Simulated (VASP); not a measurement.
# Si2Mo (I4/mmm) in VASP: a series of runs

Aim: see how the results for Si2Mo move with the level of theory and the settings. Levels: PBE+U, PBEsol, PBEsol+U, BLYP, PBE. Tasks: single point, vibrations by perturbation theory.

All numbers are computed with VASP 6.6.1; they aren't measurements. Logs are shortened: lines on timing, memory, paths and dates and some standing lists are left out, and cuts for length are marked.

## 1. The cell of the first run

Symmetry: I4/mmm, No. 139, tetragonal system. The conventional cell has a = 3.200 Å, b = 3.200 Å, c = 7.861 Å, α = 90.00°, β = 90.00°, γ = 90.00°. Mo (site symmetry 4/mmm) has 10 Si at 2.62 Å and 4 Mo at 3.20 Å within 3.5 Å. Si (site symmetry 4mm) has 9 Si at 2.61 to 3.20 Å and 5 Mo at 2.62 Å within 3.4 Å.

## 2. Single point, PBE+U

The input, POSCAR:

```
Si2Mo
1.0
   -1.6000000000      1.6000000000      3.9305000000
    1.6000000000     -1.6000000000      3.9305000000
    1.6000000000      1.6000000000     -3.9305000000
Mo Si
1 2
Direct
    0.0000000000      0.0000000000      0.0000000000
    0.6670000000      0.6670000000      0.0000000000
    0.3330000000      0.3330000000      0.0000000000
```

The input, INCAR.step1:

```
SYSTEM = Si2Mo
ALGO = Normal
EDIFF = 1E-7
ENCUT = 520
GGA = PE
ISIF = 2
ISMEAR = -1
LASPH = .True.
LCHARG = .True.
LDAU = .True.
LDAUJ = 0 0
LDAUL = 2 -1
LDAUPRINT = 1
LDAUTYPE = 2
LDAUU = 2 0
LMAXMIX = 4
LREAL = .False.
LWAVE = .False.
NBANDS = 18
NELM = 150
PREC = Accurate
SIGMA = 0.05
```

The input, KPOINTS.step1:

```
k-points
0
Gamma
  12 12 12
  0 0 0
```

The input, INCAR.step2:

```
SYSTEM = Si2Mo
ALGO = Normal
EDIFF = 1E-7
ENCUT = 520
GGA = PE
ICHARG = 11
ISIF = 2
ISMEAR = -5
LASPH = .True.
LCHARG = .False.
LDAU = .True.
LDAUJ = 0 0
LDAUL = 2 -1
LDAUPRINT = 1
LDAUTYPE = 2
LDAUU = 2 0
LMAXMIX = 4
LORBIT = 10
LREAL = .False.
LWAVE = .False.
NBANDS = 18
NEDOS = 1001
NELM = 150
PREC = Accurate
SIGMA = 0.05
```

The input, KPOINTS.step2:

```
k-points
0
Gamma
  18 18 18
  0 0 0
```

Potentials or basis: VASP PAW PBE potentials, release 64 (Mo_sv, Si).

The run is started by

```bash
> cat potpaw_PBE.64/Mo_sv/POTCAR potpaw_PBE.64/Si/POTCAR > POTCAR
> cp INCAR.step1 INCAR
> cp KPOINTS.step1 KPOINTS
> mpirun -np 1 vasp_std > vasp.out
> cp INCAR.step2 INCAR
> cp KPOINTS.step2 KPOINTS
> mpirun -np 1 vasp_std > vasp.out
```

OUTCAR:

```text
SYSTEM = Si2Mo
   EDIFF = 1E-7
   ENCUT = 520
   GGA = PE
   ICHARG = 11
   ISIF = 2
   ISMEAR = -5
   LASPH = .True.
   LORBIT = 10
   LREAL = .False.
   NELM = 150
   PREC = Accurate

 ion  position               nearest neighbor table
   1  0.000  0.000  0.000-   2 2.62   3 2.62   2 2.62   3 2.62   2 2.62   3 2.62   3 2.62   2 2.62
                             2 2.62   3 2.62
   2  0.667  0.667  0.000-   3 2.61   3 2.61   3 2.61   3 2.61   1 2.62   1 2.62   1 2.62   1 2.62
                             1 2.62   3 2.63
   3  0.333  0.333  0.000-   2 2.61   2 2.61   2 2.61   2 2.61   1 2.62   1 2.62   1 2.62   1 2.62
                             1 2.62   2 2.63

  LATTYP: Found a body centered tetragonal cell.
 ALAT       =     3.2000000000
 C/A-ratio  =     2.4565625000

  Lattice vectors:

 A1 = (  -1.6000000000,   1.6000000000,   3.9305000000)
 A2 = (   1.6000000000,  -1.6000000000,   3.9305000000)
 A3 = (   1.6000000000,   1.6000000000,  -3.9305000000)

Analysis of symmetry for initial positions (statically):
=====================================================================
 Subroutine PRICEL returns:
 Original cell was already a primitive cell.

 Routine SETGRP: Setting up the symmetry group for a
 body centered tetragonal supercell.

 Subroutine GETGRP returns: Found 16 space group operations
 (whereof 16 operations were pure point group operations)
 out of a pool of 16 trial point group operations.

The static configuration has the point symmetry D_4h.

Analysis of symmetry for dynamics (positions and initial velocities):
=====================================================================
 Subroutine PRICEL returns:
 Original cell was already a primitive cell.

 Routine SETGRP: Setting up the symmetry group for a
 body centered tetragonal supercell.

 Subroutine GETGRP returns: Found 16 space group operations
 (whereof 16 operations were pure point group operations)
 out of a pool of 16 trial point group operations.

The dynamic configuration has the point symmetry D_4h.

[... 165 lines left out ...]

  o =  0.3060  v =  0.0000 -0.0000 -0.0000  0.0000 -1.0000  0.0000  0.0000  0.0000  0.0000  0.0000      0.0000  0.0000  0.0000  0.0000  0.0000  0.0000  0.0000  0.0000  0.0000  0.0000
  o =  0.3060  v =  0.0000  0.0000  0.0000  0.0000  0.0000  0.0000 -0.0000 -0.0000  0.0000 -1.0000      0.0000  0.0000  0.0000  0.0000  0.0000  0.0000  0.0000  0.0000  0.0000  0.0000
  o =  0.3646  v =  0.0000 -0.0000  1.0000  0.0000 -0.0000  0.0000  0.0000  0.0000  0.0000  0.0000      0.0000  0.0000  0.0000  0.0000  0.0000  0.0000  0.0000  0.0000  0.0000  0.0000
  o =  0.3646  v =  0.0000  0.0000  0.0000  0.0000  0.0000  0.0000 -0.0000  1.0000  0.0000 -0.0000      0.0000  0.0000  0.0000  0.0000  0.0000  0.0000  0.0000  0.0000  0.0000  0.0000
  o =  0.4717  v =  0.0000  0.6356  0.0000 -0.7720 -0.0000  0.0000  0.0000  0.0000  0.0000  0.0000      0.0000  0.0000  0.0000  0.0000  0.0000  0.0000  0.0000  0.0000  0.0000  0.0000
  o =  0.4717  v =  0.0000  0.0000  0.0000  0.0000  0.0000  0.0000  0.6356  0.0000 -0.7720 -0.0000      0.0000  0.0000  0.0000  0.0000  0.0000  0.0000  0.0000  0.0000  0.0000  0.0000
  o =  0.4717  v =  0.0000  0.0000  0.0000  0.0000  0.0000  0.0000  0.7720  0.0000  0.6356  0.0000      0.0000  0.0000  0.0000  0.0000  0.0000  0.0000  0.0000  0.0000  0.0000  0.0000
  o =  0.4717  v =  0.0000  0.7720  0.0000  0.6356  0.0000  0.0000  0.0000  0.0000  0.0000  0.0000      0.0000  0.0000  0.0000  0.0000  0.0000  0.0000  0.0000  0.0000  0.0000  0.0000
  o =  0.4877  v =  1.0000  0.0000  0.0000  0.0000  0.0000  0.0000  0.0000  0.0000  0.0000  0.0000      0.0000  0.0000  0.0000  0.0000  0.0000  0.0000  0.0000  0.0000  0.0000  0.0000
  o =  0.4877  v =  0.0000  0.0000  0.0000  0.0000  0.0000  1.0000  0.0000  0.0000  0.0000  0.0000      0.0000  0.0000  0.0000  0.0000  0.0000  0.0000  0.0000  0.0000  0.0000  0.0000

 number of electron      22.0000000 magnetization

 Free energy of the ion-electron system (eV)
  ---------------------------------------------------
  ext. energy  EPLUGINS =         0.00000000
  ---------------------------------------------------
  free energy    TOTEN  =       -20.85927064 eV

  energy without entropy =      -20.85927064  energy(sigma->0) =      -20.85927064

 E-fermi :  12.3058     XC(G=0): -12.4295

 val. band max:       12.3348152640   @ k =  -0.2222  -0.2222   0.1667
 cond. band min:      12.2473794051   @ k =   0.5000   0.5000   0.3333
 fundamental gap:     -0.0874358588
 Fermi energy:        12.3057517769

 k-point     1 :       0.0000    0.0000    0.0000
  band No.  band energies     occupation
      1     -48.5482      2.00000
      2     -22.7061      2.00000
      3     -22.6099      2.00000
      4     -22.6099      2.00000
      5      -1.1775      2.00000
      6       6.0039      2.00000
[... 481 lines left out ...]
      5      -0.3128      2.00000
      6       5.9979      2.00000
[... 10 lines left out ...]
     17      18.5472      0.00000
     18      20.6454      0.00000

 [... further k-points ...]

------------------------ aborting loop because EDIFF is reached ----------------------------------------

  FORCE on cell =-STRESS in cart. coord.  units (eV):
  Direction    XX          YY          ZZ          XY          YZ          ZX
  --------------------------------------------------------------------------------------
  -------------------------------------------------------------------------------------
  Total        1.0112026      1.0112026      0.6700121      0.0000000      0.0000000     -0.0000000
  in kB       40.2532558     40.2532558     26.6713773      0.0000000      0.0000000     -0.0000000
  external PRESSURE =      35.7259630 kB  Pullay stress =       0.0000000 kB

 VOLUME and BASIS-vectors are now :
 -----------------------------------------------------------------------------
  energy-cutoff  :      520.00
  volume of cell :       40.25
      direct lattice vectors                 reciprocal lattice vectors
    -1.600000000  1.600000000  3.930500000     0.000000000  0.312500000  0.127210279
     1.600000000 -1.600000000  3.930500000     0.312500000  0.000000000  0.127210279
     1.600000000  1.600000000 -3.930500000     0.312500000  0.312500000  0.000000000

 POSITION                                       TOTAL-FORCE (eV/Angst)
 -----------------------------------------------------------------------------------
      0.00000      0.00000      0.00000         0.000000      0.000000      0.000000
      0.00000      0.00000      5.24329        -0.000000     -0.000000     -0.347095
      0.00000      0.00000      2.61771        -0.000000     -0.000000      0.347095
 -----------------------------------------------------------------------------------
    total drift:                                0.000000     -0.000000      0.000000

  FREE ENERGIE OF THE ION-ELECTRON SYSTEM (eV)
  ---------------------------------------------------
  free  energy   TOTEN  =       -20.8592706387 eV

  energy  without entropy=      -20.8592706387  energy(sigma->0) =      -20.85927064

 total charge

# of ion       s       p       d       tot
------------------------------------------
    1        2.287   6.210   4.145  12.641
    2        0.741   0.879   0.000   1.620
    3        0.741   0.879   0.000   1.620
--------------------------------------------------
tot          3.769   7.967   4.145  15.881
```

Wall time 2.6 min (1 thread of Intel Xeon 6975P-C (Granite Rapids), shared host); peak memory 0.45 GiB.

What came out:

```
Valence electrons inside the program's atomic spheres : Mo 12.64; Si 1.62
```

Eigenvalues of the final occupation matrices:
```
    site  spin  trace               eigenvalues
site 1 d     1   2.10  0.31 0.36 0.47 0.47 0.49
site 1 d     2   2.10  0.31 0.36 0.47 0.47 0.49
```

Caveat: U without spin polarisation on a metal has little footing; the U is typed as a test and isn't derived for this compound; tetrahedron occupations give inexact forces and stress in metals.

## 3. Single point, PBEsol

POSCAR is that of step 2.

The input, INCAR.step1:

```
  PREC = Accurate
  ENCUT = 520
  EDIFF = 1E-7
  ISMEAR = -1
  SIGMA = 0.05
  LREAL = F
  LASPH = T
  NELM = 60
  ALGO = Normal
  ISIF = 2
  LWAVE = F
  LCHARG = T
  LMAXMIX = 4
  GGA = PS
  NBANDS = 18
```

The input, KPOINTS.step1:

```
Automatic mesh
0
Gamma
  12 12 12
```

The input, INCAR.step2:

```
  PREC = Accurate
  ENCUT = 520
  EDIFF = 1E-7
  ISMEAR = -5
  SIGMA = 0.05
  LREAL = F
  LASPH = T
  NELM = 60
  ALGO = Normal
  ISIF = 2
  LWAVE = F
  LCHARG = F
  LMAXMIX = 4
  GGA = PS
  LORBIT = 11
  NEDOS = 1001
  ICHARG = 11
```

The input, KPOINTS.step2:

```
Automatic mesh
0
Gamma
  18 18 18
```

Potentials or basis: VASP PAW PBE potentials, release 64 (Mo_sv, Si).

The run is started by

```bash
> cat potpaw_PBE.64/Mo_sv/POTCAR potpaw_PBE.64/Si/POTCAR > POTCAR
> cp INCAR.step1 INCAR
> cp KPOINTS.step1 KPOINTS
> mpirun -np 1 vasp_std > vasp.out
> cp INCAR.step2 INCAR
> cp KPOINTS.step2 KPOINTS
> mpirun -np 1 vasp_std > vasp.out
```

OUTCAR:

```text
PREC = Accurate
   ENCUT = 520
   EDIFF = 1E-7
   ISMEAR = -5
   LREAL = F
   LASPH = T
   NELM = 60
   ISIF = 2
   GGA = PS
   LORBIT = 11
   ICHARG = 11

 ion  position               nearest neighbor table
   1  0.000  0.000  0.000-   2 2.62   3 2.62   2 2.62   3 2.62   2 2.62   3 2.62   3 2.62   2 2.62
                             2 2.62   3 2.62
   2  0.667  0.667  0.000-   3 2.61   3 2.61   3 2.61   3 2.61   1 2.62   1 2.62   1 2.62   1 2.62
                             1 2.62   3 2.63
   3  0.333  0.333  0.000-   2 2.61   2 2.61   2 2.61   2 2.61   1 2.62   1 2.62   1 2.62   1 2.62
                             1 2.62   2 2.63

[... 635 lines left out ...]
  Total       -0.4700985     -0.4700985     -0.7663823      0.0000000      0.0000000      0.0000000
  in kB      -18.7133569    -18.7133569    -30.5076175      0.0000000      0.0000000      0.0000000
  external PRESSURE =     -22.6447771 kB  Pullay stress =       0.0000000 kB

 VOLUME and BASIS-vectors are now :
 -----------------------------------------------------------------------------
  energy-cutoff  :      520.00
  volume of cell :       40.25
      direct lattice vectors                 reciprocal lattice vectors
    -1.600000000  1.600000000  3.930500000     0.000000000  0.312500000  0.127210279
     1.600000000 -1.600000000  3.930500000     0.312500000  0.000000000  0.127210279
     1.600000000  1.600000000 -3.930500000     0.312500000  0.312500000  0.000000000

 POSITION                                       TOTAL-FORCE (eV/Angst)
 -----------------------------------------------------------------------------------
      0.00000      0.00000      0.00000         0.000000      0.000000      0.000000
      0.00000      0.00000      5.24329         0.000000      0.000000     -0.341040
      0.00000      0.00000      2.61771        -0.000000     -0.000000      0.341040
 -----------------------------------------------------------------------------------
    total drift:                                0.000000     -0.000000      0.000000

  FREE ENERGIE OF THE ION-ELECTRON SYSTEM (eV)
  ---------------------------------------------------
  free  energy   TOTEN  =       -25.0708755526 eV

  energy  without entropy=      -25.0708755526  energy(sigma->0) =      -25.07087555

 total charge

# of ion       s       p       d       tot
------------------------------------------
    1        2.286   6.206   4.189  12.682
    2        0.741   0.876   0.000   1.618
    3        0.741   0.876   0.000   1.618
--------------------------------------------------
tot          3.769   7.959   4.189  15.917
```

OUTCAR.step1:

```text
PREC = Accurate
   ENCUT = 520
   EDIFF = 1E-7
   ISMEAR = -1
   LREAL = F
   LASPH = T
[... 732 lines left out ...]
      0.00000      0.00000      0.00000        -0.000000     -0.000000      0.000000
      0.00000      0.00000      5.24329         0.000000      0.000000     -0.322372
      0.00000      0.00000      2.61771         0.000000      0.000000      0.322372
 -----------------------------------------------------------------------------------
    total drift:                                0.000000      0.000000     -0.000000

  FREE ENERGIE OF THE ION-ELECTRON SYSTEM (eV)
  ---------------------------------------------------
  free  energy   TOTEN  =       -25.0716693095 eV

  energy  without entropy=      -25.0694434680  energy(sigma->0) =      -25.07055639
```

Wall time 2.8 min (1 thread of Intel Xeon 6975P-C (Granite Rapids), shared host); peak memory 0.42 GiB.

Results:

```yaml
Valence_electrons_inside_the_program's_atomic_spheres: Mo 12.68; Si 1.62
```

Caveat: the PAW data sets were made with another functional, which shifts forces and pressure a little; tetrahedron occupations give inexact forces and stress in metals.

(Part 1 of 3 ends here.)
